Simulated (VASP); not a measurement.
Write the native input for VASP 6.6.1 that does the following.

```yaml
Task: single point
Functional: PBEsol
Potentials_or_basis: VASP PAW PBE potentials, release 64 (Mg)
Cutoff: 520 eV
k_mesh: 14 × 15 × 15
Occupations: gaussian, width 0.1 eV
Spin: no spin polarisation
Dipole_correction: no
Further_INCAR_settings: ALGO = Normal; EDIFF = 1e-07; NBANDS = 7; ISYM = 0
```

The structure of Mg lies in POSCAR:

```
Mg
1.0
   -0.1795404800      2.4309780992      2.4309780992
    2.2514376192      0.0000000000      2.2514376192
    2.2514376192      2.2514376192      0.0000000000
Mg
1
Direct
    0.0000000000      0.0000000000      0.0000000000
```

This cell differs from its parent crystal: strained.

The input as run:

INCAR

```
ALGO = Normal ; EDIFF = 1E-7
ENCUT = 520 ; GGA = PS
ISIF = 2 ; ISMEAR = 0
ISYM = 0 ; LASPH = True
LCHARG = False ; LREAL = False
LWAVE = False ; NBANDS = 7
NELM = 100 ; PREC = Accurate
SIGMA = 0.1
```

KPOINTS

```
k-points
0
Gamma
  14 15 15
```

Potentials or basis: VASP PAW PBE potentials, release 64 (Mg).

The run is started by

```console
$ cat potpaw_PBE.64/Mg/POTCAR > POTCAR
$ mpirun -np 1 vasp_std > vasp.out
```

It gave:

| Item | Value |
| --- | --- |
| Pressure | -3.0 GPa |
| Band gap on the k mesh | zero (band 1 reaches 3.31 eV, above the bottom of band 2 at 0.08 eV) |

Caveat: the cell differs from its parent crystal (strained); the PAW data sets were made with another functional, which shifts forces and pressure a little.

It took 110 s on 1 thread of Intel(R) Xeon(R) Platinum 8259CL CPU @ 2.50GHz (Skylake/Cascade Lake), with other jobs on the host, peak memory 0.39 GiB.
